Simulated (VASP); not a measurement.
# Na (P6_3/mmc) in VASP: notebook, part 2 of 2

VASP 6.6.1.

## Step 5: Relaxation of cell and atoms, LDA, target pressure 7 GPa, at which the enthalpy is minimised

Contents of INCAR:

```
SYSTEM = Na
PREC = Accurate
ENCUT = 600
EDIFF = 1E-6
ISMEAR = -1
SIGMA = 0.1
LREAL = .False.
LASPH = .True.
NELM = 80
ALGO = Normal
ISIF = 3
LWAVE = .False.
LCHARG = .False.
GGA = CA
IBRION = 2
NSW = 100
EDIFFG = -0.002
PSTRESS = 70.0
```

Contents of KPOINTS:

```
Automatic mesh
0
Gamma
  14 14 8
  0 0 0
```

Contents of POSCAR:

```
Na
1.0
    3.6185680295      0.0000000000      0.0000000000
   -1.8092840147      3.1337718388      0.0000000000
    0.0000000000      0.0000000000      5.9092932138
Na
2
Direct
    0.3333333333      0.6666666667      0.2500000000
    0.6666666667      0.3333333333      0.7500000000
```

Potentials or basis: VASP PAW LDA potentials, release 64 (Na_pv).

On the command line:

```bash
> cat potpaw_LDA.64/Na_pv/POTCAR > POTCAR
> mpirun -np 1 vasp_std > vasp.out
```

OUTCAR:

```text
SYSTEM = Na
   PREC = Accurate
   ENCUT = 600
   EDIFF = 1E-6
   ISMEAR = -1
   LREAL = .False.
   LASPH = .True.
   NELM = 80
   ISIF = 3
   GGA = CA
   IBRION = 2
   NSW = 100
   EDIFFG = -0.002
   PSTRESS = 70.0

 ion  position               nearest neighbor table
   1  0.333  0.667  0.250-
   2  0.667  0.333  0.750-

  LATTYP: Found a hexagonal cell.
 ALAT       =     3.6185680295
 C/A-ratio  =     1.6330474281

  Lattice vectors:

 A1 = (   3.6185680295,   0.0000000000,   0.0000000000)
 A2 = (  -1.8092840147,   3.1337718388,   0.0000000000)
 A3 = (   0.0000000000,   0.0000000000,   5.9092932138)

Analysis of symmetry for initial positions (statically):
=====================================================================
 Subroutine PRICEL returns:
 Original cell was already a primitive cell.

 Routine SETGRP: Setting up the symmetry group for a
 hexagonal supercell.

 Subroutine GETGRP returns: Found 24 space group operations
 (whereof 12 operations were pure point group operations)
 out of a pool of 24 trial point group operations.

The static configuration has the point symmetry D_3d.
 The point group associated with its full space group is D_6h.

Analysis of symmetry for dynamics (positions and initial velocities):
=====================================================================
[... 462 lines left out ...]
--------------------------------------- Ionic step        9  -------------------------------------------

 number of electron      14.0000007 magnetization

 Free energy of the ion-electron system (eV)
  ---------------------------------------------------
  ext. energy  EPLUGINS =         0.00000000
  ---------------------------------------------------
  free energy    TOTEN  =        -2.58987957 eV

  energy without entropy =       -2.56668164  energy(sigma->0) =       -2.57828060

 E-fermi :   1.9418     XC(G=0):  -8.2481

 val. band max:        1.8714891706   @ k =   0.2143   0.0714   0.2500
 cond. band min:       1.9488894323   @ k =   0.2857   0.2143   0.3750
 fundamental gap:      0.0774002618
 Fermi energy:         1.9417823482

 k-point     1 :       0.0000    0.0000    0.0000
  band No.  band energies     occupation
      1     -22.9892      2.00000
      2     -22.8310      2.00000
      3     -22.8310      2.00000
      4     -22.8088      2.00000
      5     -22.8088      2.00000
      6     -22.8087      2.00000
      7      -2.5257      2.00000
      8       2.5836      0.00326
      9       3.3667      0.00000
     10      14.8177      0.00000
     11      14.8177      0.00000
[... 309 lines left out ...]
 k-point    24 :       0.3571    0.2857    0.0000
  band No.  band energies     occupation
      1     -22.9446      2.00000
      2     -22.9166      2.00000
      3     -22.9130      2.00000
      4     -22.8821      2.00000
      5     -22.8815      2.00000
      6     -22.8673      2.00000
      7       3.2160      0.00001
      8       3.6519      0.00000
      9       4.7095      0.00000
     10       7.6647      0.00000
     11       8.0803      0.00000

 [... further k-points ...]

------------------------ aborting loop because EDIFF is reached ----------------------------------------

  FORCE on cell =-STRESS in cart. coord.  units (eV):
  Direction    XX          YY          ZZ          XY          YZ          ZX
  --------------------------------------------------------------------------------------
  -------------------------------------------------------------------------------------
  Total        1.9981492      1.9981492      2.0021039      0.0000000      0.0000000      0.0000000
  in kB       69.9189624     69.9189624     70.0573443      0.0000000      0.0000000      0.0000000
  external PRESSURE =      -0.0349103 kB  Pullay stress =      70.0000000 kB
[... 21 lines left out ...]
  energy  without entropy=       -2.5666816389  energy(sigma->0) =       -2.57828060

  enthalpy is  TOTEN    =        -0.5894144892 eV   P V=        2.0004650817

 reached required accuracy - stopping structural energy minimisation
```

OSZICAR:

```text
N       E                     dE             d eps       ncg     rms          rms(c)
DAV:   1     0.933324631322E+02    0.93332E+02   -0.85006E+03  2640   0.138E+03
DAV:   2     0.684487597707E-01   -0.93264E+02   -0.92678E+02  2655   0.316E+02
DAV:   3    -0.288863295947E+01   -0.29571E+01   -0.29545E+01  3105   0.699E+01
[... 60 lines left out ...]
       N       E                     dE             d eps       ncg     rms          rms(c)
DAV:   1    -0.258991760618E+01    0.13718E-02   -0.10926E-03  2982   0.718E-01    0.396E-02
DAV:   2    -0.258989011188E+01    0.27494E-04   -0.28407E-05  3000   0.113E-01    0.204E-02
DAV:   3    -0.258988020533E+01    0.99065E-05   -0.12498E-05  2319   0.720E-02    0.183E-03
DAV:   4    -0.258987957089E+01    0.63444E-06   -0.70097E-07  1320   0.197E-02
   9 F= -.58941449E+00 E0= -.57781552E+00  d E =-.109364E-04
```

Run time: 7.5 min. Hardware: 1 thread of Oxide Virtual Turin-like, shared host; peak memory 0.19 GiB.

Results:

```yaml
Free_energy: -2.5899 eV
Relaxed_volume: 22.89 Å³/atom
Relaxed_cell: a = 3.186 Å, b = 3.186 Å, c = 5.210 Å, α = 90.00°, β = 90.00°, γ = 120.00°
Space_group_after_relaxing_to_0.1_Å: P6_3/mmc (No. 194)
Energy_change_on_relaxing_the_run_minimises_the_enthalpy: +167.9 meV/atom
Ionic_steps: 9
Pressure_after_relaxing: 7.0 GPa
Band_gap_on_the_k_mesh: zero (bands 7 and 8 overlap by 5.38 eV)
```

Step by step:
| step | energy change (eV) | largest force (eV/Å) | pressure (GPa) | volume (Å³) |
| --- | --- | --- | --- | --- |
| 1 | 0.0000 | 0.0000 | -0.01 | 67.01 |
| 2 | 0.0997 | 0.0000 | 2.95 | 53.77 |
| 3 | 0.2650 | 0.0000 | 5.80 | 47.56 |
| 4 | 0.3500 | 0.0000 | 7.19 | 45.47 |
| 5 | 0.3333 | 0.0000 | 6.86 | 45.84 |
| 6 | 0.3334 | 0.0000 | 6.94 | 45.84 |
| 7 | 0.3336 | 0.0000 | 6.95 | 45.84 |
| 8 | 0.3344 | 0.0000 | 6.97 | 45.82 |
| 9 | 0.3358 | 0.0000 | 7.00 | 45.79 |

Final structure:
```cif
data_structure
_symmetry_space_group_name_H-M 'P 1'
_symmetry_Int_Tables_number 1
_cell_length_a 3.1857
_cell_length_b 3.1857
_cell_length_c 5.2097
_cell_angle_alpha 90.000
_cell_angle_beta 90.000
_cell_angle_gamma 120.000
_cell_volume 45.79
loop_
_atom_site_label
_atom_site_type_symbol
_atom_site_fract_x
_atom_site_fract_y
_atom_site_fract_z
_atom_site_occupancy
Na1 Na 0.33333 0.66667 0.25000 1
Na2 Na 0.66667 0.33333 0.75000 1
```

Levels at points of the mesh, in eV from the Fermi level:
| k point | band 3 | band 4 | band 5 | band 6 | band 7 | band 8 | band 9 | band 10 | band 11 |
| --- | --- | --- | --- | --- | --- | --- | --- | --- | --- |
| (0.00, 0.00, 0.00) | -24.77 | -24.75 | -24.75 | -24.75 | -4.47 | 0.64 | 1.42 | 12.88 | 12.88 |
| (0.50, 0.00, 0.00) | -24.85 | -24.81 | -24.79 | -24.77 | 0.25 | 0.60 | 4.61 | 5.15 | 5.95 |
| (0.00, 0.00, 0.50) | -24.76 | -24.76 | -24.76 | -24.76 | -3.02 | -3.02 | 7.25 | 7.25 | 13.52 |
| (0.50, 0.00, 0.50) | -24.80 | -24.80 | -24.79 | -24.79 | 1.35 | 1.35 | 2.13 | 2.13 | 9.63 |

Caveat: the cell is relaxed towards a set pressure, so the run minimises the enthalpy, not the energy; the volume moved by over 15 % at a fixed basis, so the end points are rough. LDA usually gives volumes a few per cent too small.

## Step 6: Overview

| cell | gap on the mesh (eV) | pressure (GPa) |
| --- | --- | --- |
| relaxed to 1 GPa | none | 1.0 |
| relaxed to 2 GPa | none | 2.0 |
| relaxed to 4 GPa | none | 4.0 |
| relaxed to 7 GPa | none | 7.0 |

Alike in all rows: task relaxation of cell and atoms; level LDA; potentials or basis VASP PAW LDA potentials, release 64 (Na_pv); no spin polarisation; k mesh 14 × 14 × 8; cutoff (eV) 600; smearing fermi-dirac 0.1 eV.

Caveats: the cell is relaxed towards a set pressure, so the run minimises the enthalpy, not the energy; the volume moved by over 15 % at a fixed basis, so the end points are rough (at least some runs).

Total energies depend on the potentials used, so only differences within one code and one set of settings carry meaning.
